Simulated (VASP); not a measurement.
# TiB2 (P6/mmm) in VASP: settings compared

Aim: see how the results for TiB2 move with the level of theory and the settings. Levels: PBE, revPBE. Tasks: single point.

Everything below comes from runs of VASP 6.6.1. Logs are shortened: lines on timing, memory, paths and dates and some standing lists are left out, and cuts for length are marked.

## 1. The cell of the first run

Symmetry: P6/mmm, No. 191, hexagonal system. The conventional cell has a = 3.029 Å, b = 3.029 Å, c = 3.228 Å, α = 90.00°, β = 90.00°, γ = 120.00°. Ti (site symmetry 6/mmm) has 12 B at 2.38 Å and 6 Ti at 3.03 Å within 3.1 Å. B (site symmetry -6m2) has 3 B at 1.75 Å and 6 Ti at 2.38 Å within 2.4 Å.

## 2. Single point, PBE

File INCAR:

```
PREC     = Accurate       # precision mode
ENCUT    = 520            # plane-wave cutoff, eV
EDIFF    = 1E-7           # SCF threshold, eV
ISMEAR   = 0              # smearing method
SIGMA    = 0.027000000000000003 # smearing width, eV
LREAL    = F              # projectors in reciprocal space
LASPH    = T              # aspherical terms in the spheres
NELM     = 60             # most SCF steps
ALGO     = Normal         # electronic algorithm
ISIF     = 2              # what is computed and relaxed
LWAVE    = F              # write WAVECAR
LCHARG   = F              # write CHGCAR
GGA      = PE             # functional
NBANDS   = 16             # bands
```

File KPOINTS:

```
Automatic mesh
0
Gamma
  10 10 8
```

File POSCAR:

```
TiB2
1.0
    3.0292000000      0.0000000000      0.0000000000
   -1.5146000000      2.6233641531      0.0000000000
    0.0000000000      0.0000000000      3.2284000000
Ti B
1 2
Direct
    0.0000000000      0.0000000000      0.0000000000
    0.6666666667      0.3333333333      0.5000000000
    0.3333333333      0.6666666667      0.5000000000
```

Potentials or basis: VASP PAW PBE potentials, release 64 (Ti_sv, B).

Run with:

```
> cat potpaw_PBE.64/Ti_sv/POTCAR potpaw_PBE.64/B/POTCAR > POTCAR
> mpirun -np 1 vasp_std > vasp.out
```

OUTCAR:

```text
PREC = Accurate
   ENCUT = 520
   EDIFF = 1E-7
   ISMEAR = 0
   LREAL = F
   LASPH = T
   NELM = 60
   ISIF = 2
   GGA = PE

 ion  position               nearest neighbor table
   1  0.000  0.000  0.000-   2 2.38   3 2.38   2 2.38   3 2.38   3 2.38   3 2.38   2 2.38   2 2.38
                             2 2.38   2 2.38   3 2.38   3 2.38
   2  0.667  0.333  0.500-   3 1.75   3 1.75   3 1.75   1 2.38   1 2.38   1 2.38   1 2.38   1 2.38
                             1 2.38
   3  0.333  0.667  0.500-   2 1.75   2 1.75   2 1.75   1 2.38   1 2.38   1 2.38   1 2.38   1 2.38
                             1 2.38

  LATTYP: Found a hexagonal cell.
 ALAT       =     3.0292000000
 C/A-ratio  =     1.0657599366

  Lattice vectors:

 A1 = (   3.0292000000,   0.0000000000,   0.0000000000)
 A2 = (  -1.5146000000,   2.6233641531,   0.0000000000)
 A3 = (   0.0000000000,   0.0000000000,   3.2284000000)

Analysis of symmetry for initial positions (statically):
=====================================================================
 Subroutine PRICEL returns:
 Original cell was already a primitive cell.

 Routine SETGRP: Setting up the symmetry group for a
 hexagonal supercell.

 Subroutine GETGRP returns: Found 24 space group operations
 (whereof 24 operations were pure point group operations)
 out of a pool of 24 trial point group operations.

The static configuration has the point symmetry D_6h.

Analysis of symmetry for dynamics (positions and initial velocities):
=====================================================================
 Subroutine PRICEL returns:
 Original cell was already a primitive cell.

 Routine SETGRP: Setting up the symmetry group for a
 hexagonal supercell.

 Subroutine GETGRP returns: Found 24 space group operations
 (whereof 24 operations were pure point group operations)
 out of a pool of 24 trial point group operations.

The dynamic configuration has the point symmetry D_6h.

 Subroutine INISYM returns: Found 24 space group operations
 (whereof 24 operations are pure point group operations),
 and found     1 'primitive' translations

----------------------------------------------------------------------------------------

                                     Primitive cell

  volume of cell :      25.6551

  direct lattice vectors                    reciprocal lattice vectors
     3.029200000  0.000000000  0.000000000     0.330120164  0.190594965  0.000000000
    -1.514600000  2.623364153  0.000000000     0.000000000  0.381189931  0.000000000
[... 89 lines left out ...]
   EDIFFG = 0.1E-05   stopping-criterion for IOM
   NSW    =      0    number of steps for IOM
   IBRION =     -1    ionic relax: 0-MD 1-quasi-New 2-CG
   NFREE  =      0    steps in history (QN), initial steepest desc. (CG)
   ISIF   =      2    stress and relaxation
   ISYM   =      2    0-nonsym 1-usesym 2-fastsym
   POTIM  = 0.5000    time-step for ionic-motion
   TEBEG  =    0.0;   TEEND  =   0.0 temperature during run
   PSTRESS=    0.0 pullay stress
   NELECT =      18.0000    total number of electrons
   NUPDOWN=      -1.0000    fix difference up-down
   EMIN   =  10.00;   EMAX   =-10.00  energy-range for DOS
   EFERMI =   0.00;   METHOD = LEGACY
   ISMEAR =     0;   SIGMA  =   0.03  broadening in eV -4-tet -1-fermi 0-gaus
   EFERMI_NEDOS =   21; number of points for ismear=-14 and -15
   IALGO  =     38    algorithm
   IMIX   =      4    mixing-type and parameters
     AMIX     =   0.40;   BMIX     =  1.00
     AMIX_MAG =   1.60;   BMIX_MAG =  1.00
  volume/ion in A,a.u.               =       8.55        57.71
  Fermi-wavevector in a.u.,A,eV,Ry     =   1.454703  2.748990 28.792122  2.116161
  Thomas-Fermi vector in A             =   2.571823
   LORBIT       =      0    0 simple, 1 ext, 2 COOP (PROOUT), +10 PAW based schemes
   GGA     = PE    functional components
   LHFCALC =     F    Hartree Fock is set to
   AEXX    =    0.0000 exact exchange contribution
   IVDW    =     0    specifies the selected vdW correction
   LEPSILON=     F    determine dielectric tensor
   LRPA    =     F    only Hartree local field effects (RPA)
 non-spin polarized calculation
 Gauss-broadening in eV      SIGMA  =   0.03
  energy-cutoff  :      520.00
  volume of cell :       25.66
 maximum number of plane-waves:       721
 NGX is ok and might be reduce to    24
   NGX = 11   NGY = 11   NGZ = 13

 number of electron      18.0000002 magnetization

 Free energy of the ion-electron system (eV)
  ---------------------------------------------------
  ext. energy  EPLUGINS =         0.00000000
  ---------------------------------------------------
  free energy    TOTEN  =       -24.42060055 eV

  energy without entropy =      -24.41996511  energy(sigma->0) =      -24.42028283

 E-fermi :   9.9373     XC(G=0): -12.7685

 val. band max:        9.9144738517   @ k =   0.2000   0.2000   0.1250
 cond. band min:       9.9403628557   @ k =   0.3000   0.2000   0.0000
 fundamental gap:      0.0258890040
 Fermi energy:         9.9372746347

 k-point     1 :       0.0000    0.0000    0.0000
  band No.  band energies     occupation
      1     -46.9607      2.00000
      2     -23.3015      2.00000
      3     -23.0031      2.00000
      4     -23.0031      2.00000
      5      -3.5060      2.00000
      6       7.3972      2.00000
[... 433 lines left out ...]
      3     -23.2581      2.00000
      4     -23.1151      2.00000
      5       0.1688      2.00000
      6       1.6147      2.00000
[... 8 lines left out ...]
     15      18.5869      0.00000
     16      19.5134      0.00000

 [... further k-points ...]

------------------------ aborting loop because EDIFF is reached ----------------------------------------

  FORCE on cell =-STRESS in cart. coord.  units (eV):
  Direction    XX          YY          ZZ          XY          YZ          ZX
  --------------------------------------------------------------------------------------
  -------------------------------------------------------------------------------------
  Total        0.0785779      0.0785779      0.0699929      0.0000000      0.0000000      0.0000000
  in kB        4.9072410      4.9072410      4.3710977      0.0000000      0.0000000      0.0000000
  external PRESSURE =       4.7285265 kB  Pullay stress =       0.0000000 kB

 VOLUME and BASIS-vectors are now :
 -----------------------------------------------------------------------------
  energy-cutoff  :      520.00
  volume of cell :       25.66
      direct lattice vectors                 reciprocal lattice vectors
     3.029200000  0.000000000  0.000000000     0.330120164  0.190594965  0.000000000
    -1.514600000  2.623364153  0.000000000     0.000000000  0.381189931  0.000000000
     0.000000000  0.000000000  3.228400000     0.000000000  0.000000000  0.309750960

 POSITION                                       TOTAL-FORCE (eV/Angst)
 -----------------------------------------------------------------------------------
      0.00000      0.00000      0.00000         0.000000      0.000000     -0.000000
      1.51460      0.87445      1.61420         0.000000     -0.000000     -0.000000
     -0.00000      1.74891      1.61420        -0.000000      0.000000      0.000000
 -----------------------------------------------------------------------------------
    total drift:                               -0.000000      0.000000      0.000000

  FREE ENERGIE OF THE ION-ELECTRON SYSTEM (eV)
  ---------------------------------------------------
  free  energy   TOTEN  =       -24.4206005481 eV

  energy  without entropy=      -24.4199651094  energy(sigma->0) =      -24.42028283
```

Wall time 42 s (1 thread of AMD EPYC 7R13, shared host); peak memory 0.13 GiB.

What came out:

```yaml
Free_energy: -24.4206 eV
Pressure: 0.5 GPa
Band_gap_on_the_k_mesh: zero (bands 9 and 10 overlap by 0.56 eV)
```

## 3. Single point, PBE

File INCAR:

```
ALGO = Normal ; EDIFF = 1E-7
ENCUT = 520 ; GGA = PE
ISIF = 2 ; ISMEAR = 0
LASPH = T ; LCHARG = F
LREAL = F ; LWAVE = F
NBANDS = 16 ; NELM = 60
PREC = Accurate ; SIGMA = 0.028000000000000004
```

File KPOINTS:

```
k-points
0
Gamma
  10 10 8
```

POSCAR is that of step 2.

Potentials or basis: VASP PAW PBE potentials, release 64 (Ti_sv, B).

Run with:

```
> cat potpaw_PBE.64/Ti_sv/POTCAR potpaw_PBE.64/B/POTCAR > POTCAR
> mpirun -np 1 vasp_std > vasp.out
```

OUTCAR:

```text
EDIFF = 1E-7
   ENCUT = 520
   GGA = PE
   ISIF = 2
   ISMEAR = 0
   LASPH = T
   LREAL = F
   NELM = 60
   PREC = Accurate

 ion  position               nearest neighbor table
   1  0.000  0.000  0.000-   2 2.38   3 2.38   2 2.38   3 2.38   3 2.38   3 2.38   2 2.38   2 2.38
                             2 2.38   2 2.38   3 2.38   3 2.38
   2  0.667  0.333  0.500-   3 1.75   3 1.75   3 1.75   1 2.38   1 2.38   1 2.38   1 2.38   1 2.38
                             1 2.38
   3  0.333  0.667  0.500-   2 1.75   2 1.75   2 1.75   1 2.38   1 2.38   1 2.38   1 2.38   1 2.38
                             1 2.38

  LATTYP: Found a hexagonal cell.
 ALAT       =     3.0292000000
 C/A-ratio  =     1.0657599366

  Lattice vectors:

 A1 = (   3.0292000000,   0.0000000000,   0.0000000000)
 A2 = (  -1.5146000000,   2.6233641531,   0.0000000000)
 A3 = (   0.0000000000,   0.0000000000,   3.2284000000)

Analysis of symmetry for initial positions (statically):
=====================================================================
 Subroutine PRICEL returns:
 Original cell was already a primitive cell.

 Routine SETGRP: Setting up the symmetry group for a
 hexagonal supercell.

 Subroutine GETGRP returns: Found 24 space group operations
 (whereof 24 operations were pure point group operations)
 out of a pool of 24 trial point group operations.

The static configuration has the point symmetry D_6h.

Analysis of symmetry for dynamics (positions and initial velocities):
=====================================================================
 Subroutine PRICEL returns:
 Original cell was already a primitive cell.

 Routine SETGRP: Setting up the symmetry group for a
[... 122 lines left out ...]
   EFERMI =   0.00;   METHOD = LEGACY
   ISMEAR =     0;   SIGMA  =   0.03  broadening in eV -4-tet -1-fermi 0-gaus
   EFERMI_NEDOS =   21; number of points for ismear=-14 and -15
   IALGO  =     38    algorithm
   IMIX   =      4    mixing-type and parameters
     AMIX     =   0.40;   BMIX     =  1.00
     AMIX_MAG =   1.60;   BMIX_MAG =  1.00
  volume/ion in A,a.u.               =       8.55        57.71
  Fermi-wavevector in a.u.,A,eV,Ry     =   1.454703  2.748990 28.792122  2.116161
  Thomas-Fermi vector in A             =   2.571823
   LORBIT       =      0    0 simple, 1 ext, 2 COOP (PROOUT), +10 PAW based schemes
   GGA     = PE    functional components
   LHFCALC =     F    Hartree Fock is set to
   AEXX    =    0.0000 exact exchange contribution
   IVDW    =     0    specifies the selected vdW correction
   LEPSILON=     F    determine dielectric tensor
   LRPA    =     F    only Hartree local field effects (RPA)
 non-spin polarized calculation
 Gauss-broadening in eV      SIGMA  =   0.03
  energy-cutoff  :      520.00
  volume of cell :       25.66
 maximum number of plane-waves:       721
 NGX is ok and might be reduce to    24
   NGX = 11   NGY = 11   NGZ = 13

 number of electron      18.0000002 magnetization

 Free energy of the ion-electron system (eV)
  ---------------------------------------------------
  ext. energy  EPLUGINS =         0.00000000
  ---------------------------------------------------
  free energy    TOTEN  =       -24.42062432 eV

  energy without entropy =      -24.41995240  energy(sigma->0) =      -24.42028836

 E-fermi :   9.9373     XC(G=0): -12.7685

 val. band max:        9.9144720949   @ k =   0.2000   0.2000   0.1250
 cond. band min:       9.9403690798   @ k =   0.3000   0.2000   0.0000
 fundamental gap:      0.0258969849
 Fermi energy:         9.9372601735

 k-point     1 :       0.0000    0.0000    0.0000
  band No.  band energies     occupation
      1     -46.9607      2.00000
      2     -23.3016      2.00000
      3     -23.0031      2.00000
      4     -23.0031      2.00000
      5      -3.5060      2.00000
      6       7.3972      2.00000
[... 433 lines left out ...]
      3     -23.2581      2.00000
      4     -23.1151      2.00000
      5       0.1687      2.00000
      6       1.6147      2.00000
[... 8 lines left out ...]
     15      18.5869      0.00000
     16      19.5134      0.00000

 [... further k-points ...]

------------------------ aborting loop because EDIFF is reached ----------------------------------------

  FORCE on cell =-STRESS in cart. coord.  units (eV):
  Direction    XX          YY          ZZ          XY          YZ          ZX
  --------------------------------------------------------------------------------------
  -------------------------------------------------------------------------------------
  Total        0.0787670      0.0787670      0.0697019      0.0000000      0.0000000      0.0000000
  in kB        4.9190490      4.9190490      4.3529295      0.0000000      0.0000000      0.0000000
  external PRESSURE =       4.7303425 kB  Pullay stress =       0.0000000 kB

 VOLUME and BASIS-vectors are now :
 -----------------------------------------------------------------------------
  energy-cutoff  :      520.00
  volume of cell :       25.66
      direct lattice vectors                 reciprocal lattice vectors
     3.029200000  0.000000000  0.000000000     0.330120164  0.190594965  0.000000000
    -1.514600000  2.623364153  0.000000000     0.000000000  0.381189931  0.000000000
     0.000000000  0.000000000  3.228400000     0.000000000  0.000000000  0.309750960

 POSITION                                       TOTAL-FORCE (eV/Angst)
 -----------------------------------------------------------------------------------
      0.00000      0.00000      0.00000         0.000000      0.000000      0.000000
      1.51460      0.87445      1.61420         0.000000      0.000000      0.000000
     -0.00000      1.74891      1.61420        -0.000000     -0.000000      0.000000
 -----------------------------------------------------------------------------------
    total drift:                               -0.000000      0.000000      0.000000

  FREE ENERGIE OF THE ION-ELECTRON SYSTEM (eV)
  ---------------------------------------------------
  free  energy   TOTEN  =       -24.4206243152 eV

  energy  without entropy=      -24.4199523954  energy(sigma->0) =      -24.42028836
```

OSZICAR:

```text
N       E                     dE             d eps       ncg     rms          rms(c)
DAV:   1     0.124091170732E+03    0.12409E+03   -0.89630E+03  2240   0.127E+03
DAV:   2    -0.222042364077E+02   -0.14630E+03   -0.14101E+03  2392   0.343E+02
DAV:   3    -0.294336570001E+02   -0.72294E+01   -0.71483E+01  3264   0.739E+01
DAV:   4    -0.295891653159E+02   -0.15551E+00   -0.15545E+00  2640   0.982E+00
DAV:   5    -0.295933359464E+02   -0.41706E-02   -0.41704E-02  3320   0.136E+00    0.167E+01
DAV:   6    -0.244374845821E+02    0.51559E+01   -0.20847E+01  3200   0.485E+01    0.382E+00
DAV:   7    -0.244203683165E+02    0.17116E-01   -0.10569E+00  2400   0.118E+01    0.335E+00
DAV:   8    -0.244239566303E+02   -0.35883E-02   -0.93068E-02  3672   0.255E+00    0.800E-01
DAV:   9    -0.244214460762E+02    0.25106E-02   -0.44002E-02  2776   0.264E+00    0.298E-01
DAV:  10    -0.244206166804E+02    0.82940E-03   -0.31767E-03  2760   0.683E-01    0.653E-02
DAV:  11    -0.244206540201E+02   -0.37340E-04   -0.79553E-04  3000   0.324E-01    0.615E-02
DAV:  12    -0.244206243723E+02    0.29648E-04   -0.11852E-04  2592   0.140E-01    0.186E-02
DAV:  13    -0.244206240209E+02    0.35144E-06   -0.73616E-06  3096   0.239E-02    0.424E-03
DAV:  14    -0.244206242503E+02   -0.22940E-06   -0.82072E-07  2624   0.782E-03    0.938E-04
DAV:  15    -0.244206243152E+02   -0.64895E-07   -0.20748E-07  2440   0.339E-03
   1 F= -.24420624E+02 E0= -.24420288E+02  d E =-.671920E-03
```

Run time: 42 s. Hardware: 1 thread of AMD EPYC 7R13, shared host; peak memory 0.13 GiB.

What came out:

```yaml
Free_energy: -24.4206 eV
Pressure: 0.5 GPa
Band_gap_on_the_k_mesh: zero (bands 9 and 10 overlap by 0.56 eV)
```

## 4. Single point, revPBE

This run uses another cell than the first one, of 8.68 Å³/atom.

File INCAR:

```
ALGO = Normal
EDIFF = 1E-6
ENCUT = 520
GGA = RE
ISIF = 2
ISMEAR = -1
LASPH = T
LCHARG = F
LREAL = F
LWAVE = F
NBANDS = 16
NELM = 100
PREC = Accurate
SIGMA = 0.05
```

KPOINTS is that of step 3.

File POSCAR:

```
TiB2
1.0
    3.0441265563      0.0000000000      0.0000000000
   -1.5220632782      2.6362909301      0.0000000000
    0.0000000000      0.0000000000      3.2447785777
Ti B
1 2
Direct
    0.0000000000      0.0000000000      0.0000000000
    0.6666666667      0.3333333333      0.5000000000
    0.3333333333      0.6666666667      0.5000000000
```

Run with:

```
> cat potpaw_PBE.64/Ti_sv/POTCAR potpaw_PBE.64/B/POTCAR > POTCAR
> mpirun -np 1 vasp_std > vasp.out
```

It took 32 s on 1 thread of AMD EPYC 7R13, shared host; peak memory 0.13 GiB.

It converged, with:

```yaml
Free_energy: -23.5671 eV
Pressure: 0.2 GPa
Band_gap_on_the_k_mesh: zero (bands 9 and 10 overlap by 0.56 eV)
```

Levels at points of the mesh, in eV from the Fermi level:
```tsv
k point	band 7	band 8	band 9	band 10	band 11	band 12
(0.00, 0.00, 0.00)	-2.51	-2.28	-2.02	1.91	1.91	3.65
(0.50, 0.00, 0.00)	-3.19	-3.13	-2.18	1.36	2.74	3.20
(0.00, 0.00, 0.50)	-0.49	-0.49	-0.12	-0.12	0.48	0.48
(0.50, 0.00, 0.50)	-4.53	-3.72	-3.11	2.49	2.91	4.40
```

Caveat: the PAW data sets were made with another functional, which shifts forces and pressure a little.

## 5. Overview

```tsv
level	cell	smearing	gap on the mesh (eV)	pressure (GPa)
PBE	a = 3.029, b = 3.029, c = 3.228 Å, angles 90.0, 90.0, 120.0°, 3 atoms	gaussian 0.027 eV	none	0.5
PBE	a = 3.029, b = 3.029, c = 3.228 Å, angles 90.0, 90.0, 120.0°, 3 atoms	gaussian 0.028 eV	none	0.5
revPBE	a = 3.044, b = 3.044, c = 3.245 Å, angles 90.0, 90.0, 120.0°, 3 atoms	fermi-dirac 0.05 eV	none	0.2
```

Alike in all rows: task single point; potentials or basis VASP PAW PBE potentials, release 64 (Ti_sv, B); no spin polarisation; k mesh 10 × 10 × 8; cutoff (eV) 520.

Caveats: the PAW data sets were made with another functional, which shifts forces and pressure a little (at least some runs).

Absolute energies hang on the potentials; compare differences alone.
